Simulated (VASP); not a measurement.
A run of VASP 6.6.1:

The input INCAR:

```
SYSTEM = MgO
ALGO = Normal ; EDIFF = 1E-6
EDIFFG = -0.005 ; ENCUT = 600
GGA = PS ; IBRION = 2
ISIF = 3 ; ISMEAR = 0
LASPH = .TRUE. ; LCHARG = .FALSE.
LREAL = .FALSE. ; LWAVE = .FALSE.
NELM = 60 ; NSW = 100
PREC = Accurate ; SIGMA = 0.02
```

Contents of KPOINTS:

```
k-points
0
G
  9 9 6
  0 0 0
```

File POSCAR:

```
MgO
1.0
    3.2405760000      0.0000000000      0.0000000000
   -1.6202880000      2.8064211400      0.0000000000
    0.0000000000      0.0000000000      5.1917194900
Mg O
2 2
Direct
    0.3333333300      0.6666666700      0.5000000000
    0.6666666700      0.3333333300      0.0000000000
    0.6666666700      0.3333333300      0.3790100000
    0.3333333300      0.6666666700      0.8790100000
```

Potentials or basis: VASP PAW PBE potentials, release 64 (Mg, O).

Launch:

```console
$ cat potpaw_PBE.64/Mg/POTCAR potpaw_PBE.64/O/POTCAR > POTCAR
$ mpirun -np 1 vasp_std > vasp.out
```

Hardware: 1 thread of Intel(R) Xeon(R) Platinum 8559C (Emerald Rapids) (shared host).

Task: Estimate the wall time of this run.

Result: It took 120 s on 1 thread of Intel(R) Xeon(R) Platinum 8559C (Emerald Rapids), on a shared host, peak memory 0.2 GiB. Counts: scf iterations 77, k points 48, ion steps 14.
